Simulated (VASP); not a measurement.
# C (P6_3/mmc) in VASP: vibrations by perturbation theory with PBE

Aim: the vibrations by perturbation theory of C with PBE.

Program: VASP 6.6.1. These are calculated values, not measurements. Logs are shortened: lines on timing, memory, paths and dates and some standing lists are left out, and cuts for length are marked.

## 1. The cell of the first run

It takes space group P6_3/mmc (No. 194, hexagonal). The conventional cell has a = 2.518 Å, b = 2.518 Å, c = 8.305 Å, α = 90.00°, β = 90.00°, γ = 120.00°. C (site symmetry 3m) has 4 C at 1.54 Å within 2.1 Å. C (site symmetry 3m) has 4 C at 1.54 to 1.57 Å within 2.1 Å.

## 2. Vibrations by perturbation theory, PBE

INCAR

```
ALGO = Normal ; EDIFF = 1E-8
ENCUT = 520 ; GGA = PE
IBRION = 8 ; ISIF = 2
ISMEAR = 0 ; LASPH = True
LCHARG = False ; LREAL = False
LWAVE = False ; NELM = 100
NSW = 1 ; PREC = Accurate
SIGMA = 0.05
```

KPOINTS

```
k-points
0
Gamma
  12 12 4
```

POSCAR

```
C
1.0
    2.5180642186      0.0000000000      0.0000000000
   -1.2590321093      2.1807075817      0.0000000000
    0.0000000000      0.0000000000      8.3046919353
C
8
Direct
    0.0000000000      0.0000000000      0.0929732494
    0.0000000000      0.0000000000      0.5929732494
    0.0000000000      0.0000000000      0.4070267506
    0.0000000000      0.0000000000      0.9070267506
    0.3333333333      0.6666666667      0.1555299995
    0.6666666667      0.3333333333      0.6555299995
    0.3333333333      0.6666666667      0.3444700005
    0.6666666667      0.3333333333      0.8444700005
```

Potentials or basis: VASP PAW PBE potentials, release 64 (C).

Launch:

```
cat potpaw_PBE.64/C/POTCAR > POTCAR
mpirun -np 1 vasp_std > vasp.out
```

OUTCAR:

```text
EDIFF = 1E-8
   ENCUT = 520
   GGA = PE
   IBRION = 8
   ISIF = 2
   ISMEAR = 0
   LASPH = True
   LREAL = False
   NELM = 100
   NSW = 1
   PREC = Accurate

 ion  position               nearest neighbor table
   1  0.000  0.000  0.093-   5 1.54   5 1.54   5 1.54   4 1.54
   2  0.000  0.000  0.593-   6 1.54   6 1.54   6 1.54   3 1.54
   3  0.000  0.000  0.407-   7 1.54   7 1.54   7 1.54   2 1.54
   4  0.000  0.000  0.907-   8 1.54   8 1.54   8 1.54   1 1.54
   5  0.333  0.667  0.156-   1 1.54   1 1.54   1 1.54   7 1.57
   6  0.667  0.333  0.656-   2 1.54   2 1.54   2 1.54   8 1.57
   7  0.333  0.667  0.344-   3 1.54   3 1.54   3 1.54   5 1.57
   8  0.667  0.333  0.844-   4 1.54   4 1.54   4 1.54   6 1.57

  LATTYP: Found a hexagonal cell.
 ALAT       =     2.5180642186
 C/A-ratio  =     3.2980461237

  Lattice vectors:

 A1 = (   2.5180642186,   0.0000000000,   0.0000000000)
 A2 = (  -1.2590321093,   2.1807075817,   0.0000000000)
 A3 = (   0.0000000000,   0.0000000000,   8.3046919353)

Analysis of symmetry for initial positions (statically):
=====================================================================
 Subroutine PRICEL returns:
 Original cell was already a primitive cell.

 Routine SETGRP: Setting up the symmetry group for a
 hexagonal supercell.

 Subroutine GETGRP returns: Found 24 space group operations
 (whereof 12 operations were pure point group operations)
 out of a pool of 24 trial point group operations.

The static configuration has the point symmetry D_3d.
 The point group associated with its full space group is D_6h.

Analysis of symmetry for dynamics (positions and initial velocities):
=====================================================================
 Subroutine PRICEL returns:
[... 815 lines left out ...]
 INTERNAL STRAIN TENSOR  FOR ION    5  DIRECTION 3   (eV/Angst):
 -----------------------------------------------------------------------------
    -2.25149 -0.00000  0.00000
     0.00000 -2.25149 -0.00000
     0.00000 -0.00000  1.98377

 INTERNAL STRAIN TENSOR FOR ION    8 for displacements in x,y,z  (eV/Angst):
          X           Y           Z          XY          YZ          ZX
  --------------------------------------------------------------------------------
  x     0.00000     0.00000     0.00000    -3.34141    -0.00000     3.33755
  y    -3.34141     3.34141     0.00000     0.00000     3.67951     0.00000
  z     2.25149     2.25149    -1.98377    -0.00000     0.00000     0.00000

 SECOND DERIVATIVES (NOT SYMMETRIZED)
 ------------------------------------
               1X          1Y          1Z          2X          2Y          2Z          3X          3Y          3Z          4X          4Y          4Z          5X          5Y          5Z          6X          6Y          6Z          7X          7Y          7Z          8X          8Y          8Z
  1X   -37.634813    0.000000    0.000000   -0.018244    0.000000    0.000000    0.025620    0.000000    0.000000    6.103357    0.000000    0.000000   30.419587    0.000000    0.000000    0.703580   -0.000000    0.000000   -0.080445    0.000000    0.000000    0.481358    0.000000    0.000000
  1Y     0.000000  -37.634813    0.000000    0.000000   -0.018244    0.000000    0.000000    0.025620    0.000000    0.000000    6.103357    0.000000    0.000000   30.419587    0.000000    0.000000    0.703580    0.000000   -0.000000   -0.080445    0.000000    0.000000    0.481358    0.000000
  1Z     0.000000    0.000000  -48.752197    0.000000   -0.000000    0.211635    0.000000    0.000000    1.593670    0.000000   -0.000000   12.966418    0.000000   -0.000000   23.346476   -0.000000   -0.000000   -0.389893    0.000000    0.000000    5.660773    0.000000    0.000000    5.363119
  2X    -0.018244    0.000000    0.000000  -37.634813   -0.000000   -0.000000    6.103357    0.000000    0.000000    0.025620    0.000000    0.000000    0.703580    0.000000    0.000000   30.419587    0.000000    0.000000    0.481358    0.000000    0.000000   -0.080445    0.000000    0.000000
  2Y     0.000000   -0.018244   -0.000000    0.000000  -37.634813    0.000000    0.000000    6.103357   -0.000000   -0.000000    0.025620    0.000000    0.000000    0.703580   -0.000000    0.000000   30.419587    0.000000    0.000000    0.481358   -0.000000    0.000000   -0.080445    0.000000
  2Z     0.000000    0.000000    0.211635    0.000000   -0.000000  -48.752197    0.000000    0.000000   12.966418    0.000000    0.000000    1.593670    0.000000   -0.000000   -0.389893    0.000000   -0.000000   23.346476    0.000000   -0.000000    5.363119    0.000000    0.000000    5.660773
  3X     0.025620    0.000000    0.000000    6.103357    0.000000    0.000000  -37.634813   -0.000000   -0.000000   -0.018244    0.000000    0.000000   -0.080445    0.000000    0.000000    0.481358    0.000000    0.000000   30.419587    0.000000    0.000000    0.703580    0.000000    0.000000
  3Y    -0.000000    0.025620    0.000000    0.000000    6.103357   -0.000000    0.000000  -37.634813    0.000000    0.000000   -0.018244   -0.000000    0.000000   -0.080445    0.000000    0.000000    0.481358   -0.000000    0.000000   30.419587    0.000000    0.000000    0.703580   -0.000000
  3Z     0.000000    0.000000    1.593670    0.000000    0.000000   12.966418    0.000000   -0.000000  -48.752197    0.000000    0.000000    0.211635    0.000000    0.000000    5.660773    0.000000   -0.000000    5.363119    0.000000   -0.000000   23.346476    0.000000   -0.000000   -0.389893
  4X     6.103357    0.000000    0.000000    0.025620    0.000000    0.000000   -0.018244    0.000000    0.000000  -37.634813    0.000000    0.000000    0.481358    0.000000    0.000000   -0.080445    0.000000    0.000000    0.703580   -0.000000    0.000000   30.419587    0.000000    0.000000
  4Y     0.000000    6.103357    0.000000    0.000000    0.025620    0.000000    0.000000   -0.018244    0.000000    0.000000  -37.634813    0.000000    0.000000    0.481358    0.000000   -0.000000   -0.080445    0.000000    0.000000    0.703580    0.000000    0.000000   30.419587    0.000000
  4Z     0.000000   -0.000000   12.966418    0.000000    0.000000    1.593670    0.000000   -0.000000    0.211635    0.000000    0.000000  -48.752197    0.000000    0.000000    5.363119    0.000000    0.000000    5.660773   -0.000000   -0.000000   -0.389893    0.000000   -0.000000   23.346476
  5X    30.423580    0.000000    0.000000    0.706612    0.000000   -0.000000   -0.079154    0.000000    0.000000    0.482341    0.000000    0.000000  -37.209899    0.000000    0.000000   -0.045489    0.000000    0.000000    6.078818    0.000000   -0.000000   -0.356810    0.000000    0.000000
  5Y     0.000000   30.423580   -0.000000    0.000000    0.706612    0.000000   -0.000000   -0.079154    0.000000    0.000000    0.482341    0.000000    0.000000  -37.209899    0.000000    0.000000   -0.045489    0.000000    0.000000    6.078818   -0.000000    0.000000   -0.356810    0.000000
  5Z     0.000000   -0.000000   23.377255   -0.000000    0.000000   -0.418179    0.000000   -0.000000    5.673694    0.000000    0.000000    5.348255    0.000000    0.000000  -45.911184    0.000000    0.000000    0.208123   -0.000000    0.000000   10.942794    0.000000    0.000000    0.779242
  6X     0.706612    0.000000    0.000000   30.423580    0.000000    0.000000    0.482341    0.000000    0.000000   -0.079154    0.000000    0.000000   -0.045489    0.000000    0.000000  -37.209899    0.000000    0.000000   -0.356810    0.000000    0.000000    6.078818   -0.000000    0.000000
  6Y     0.000000    0.706612    0.000000    0.000000   30.423580    0.000000    0.000000    0.482341    0.000000    0.000000   -0.079154   -0.000000    0.000000   -0.045489   -0.000000    0.000000  -37.209899    0.000000    0.000000   -0.356810   -0.000000    0.000000    6.078818    0.000000
  6Z     0.000000    0.000000   -0.418179    0.000000    0.000000   23.377255    0.000000   -0.000000    5.348255    0.000000    0.000000    5.673694    0.000000    0.000000    0.208123    0.000000    0.000000  -45.911184   -0.000000    0.000000    0.779242    0.000000    0.000000   10.942794
  7X    -0.079154    0.000000    0.000000    0.482341    0.000000    0.000000   30.423580    0.000000    0.000000    0.706612    0.000000    0.000000    6.078818   -0.000000    0.000000   -0.356810    0.000000    0.000000  -37.209899    0.000000    0.000000   -0.045489    0.000000    0.000000
  7Y     0.000000   -0.079154   -0.000000    0.000000    0.482341    0.000000    0.000000   30.423580    0.000000    0.000000    0.706612    0.000000    0.000000    6.078818    0.000000    0.000000   -0.356810   -0.000000    0.000000  -37.209899    0.000000    0.000000   -0.045489   -0.000000
  7Z     0.000000    0.000000    5.673694    0.000000   -0.000000    5.348255    0.000000    0.000000   23.377255    0.000000    0.000000   -0.418179    0.000000    0.000000   10.942794   -0.000000    0.000000    0.779242    0.000000    0.000000  -45.911184    0.000000    0.000000    0.208123
  8X     0.482341    0.000000    0.000000   -0.079154    0.000000    0.000000    0.706612    0.000000   -0.000000   30.423580    0.000000    0.000000   -0.356810    0.000000    0.000000    6.078818    0.000000   -0.000000   -0.045489    0.000000    0.000000  -37.209899    0.000000    0.000000
  8Y     0.000000    0.482341    0.000000   -0.000000   -0.079154    0.000000    0.000000    0.706612    0.000000    0.000000   30.423580   -0.000000    0.000000   -0.356810    0.000000    0.000000    6.078818   -0.000000    0.000000   -0.045489    0.000000    0.000000  -37.209899    0.000000
  8Z     0.000000    0.000000    5.348255    0.000000   -0.000000    5.673694   -0.000000    0.000000   -0.418179    0.000000   -0.000000   23.377255    0.000000    0.000000    0.779242   -0.000000    0.000000   10.942794    0.000000    0.000000    0.208123    0.000000    0.000000  -45.911184

 Eigenvectors and eigenvalues of the dynamical matrix
 ----------------------------------------------------

   1 f  =   39.100173 THz   245.673633 2PiTHz 1304.241384 cm-1   161.705250 meV
             X         Y         Z           dx          dy          dz
      0.000000  0.000000  0.772114    -0.000000   -0.000000   -0.425985
      0.000000  0.000000  4.924460    -0.000000   -0.000000    0.425985
      0.000000  0.000000  3.380232     0.000000    0.000000   -0.425985
      0.000000  0.000000  7.532578    -0.000000    0.000000    0.425985
     -0.000000  1.453805  1.291629     0.000000    0.000000    0.261796
      1.259032  0.726903  5.443975     0.000000    0.000000   -0.261796
     -0.000000  1.453805  2.860717    -0.000000   -0.000000    0.261796
      1.259032  0.726903  7.013063    -0.000000   -0.000000   -0.261796
[... 243 lines left out ...]
  24 f/i=    0.002642 THz     0.016597 2PiTHz    0.088111 cm-1     0.010924 meV
             X         Y         Z           dx          dy          dz
      0.000000  0.000000  0.772114     0.036804   -0.351659   -0.000000
      0.000000  0.000000  4.924460     0.036804   -0.351659   -0.000000
      0.000000  0.000000  3.380232     0.036804   -0.351659   -0.000000
      0.000000  0.000000  7.532578     0.036804   -0.351659   -0.000000
     -0.000000  1.453805  1.291629     0.036799   -0.351607   -0.000000
      1.259032  0.726903  5.443975     0.036799   -0.351607   -0.000000
     -0.000000  1.453805  2.860717     0.036799   -0.351607   -0.000000
      1.259032  0.726903  7.013063     0.036799   -0.351607   -0.000000

--------------------------------------------------------------------------------------------------------

 ELASTIC MODULI CONTR FROM IONIC RELAXATION (kBar)
 Direction    XX          YY          ZZ          XY          YZ          ZX
 --------------------------------------------------------------------------------
 XX         -68.4915     41.9699     11.9138     -0.0000      0.0000      0.0000
 YY          41.9699    -68.4915     11.9138      0.0000     -0.0000     -0.0000
 ZZ          11.9138     11.9138    -10.7614      0.0000     -0.0000     -0.0000
 XY          -0.0000      0.0000      0.0000    -55.2307      0.0000     -0.0000
 YZ           0.0000     -0.0000     -0.0000      0.0000    -44.3295      0.0000
 ZX           0.0000     -0.0000     -0.0000     -0.0000      0.0000    -36.6356
 --------------------------------------------------------------------------------
```

Wall time 9.1 min (1 thread of Intel Xeon 6975P-C (Granite Rapids), shared host); peak memory 0.56 GiB.

What came out:

| Quantity | Value |
| --- | --- |
| Highest phonon frequency at Γ | 1304 cm⁻¹ |

Phonon frequencies in cm⁻¹ (negative: imaginary):
```csv
q point,frequencies
"(0.000, 0.000, 0.000)",0 0 0 389 389 408 408 535 535 692 701 1042 1195 1195 1232 1232 1240 1245 1245 1278 1281 1295 1295 1304
```
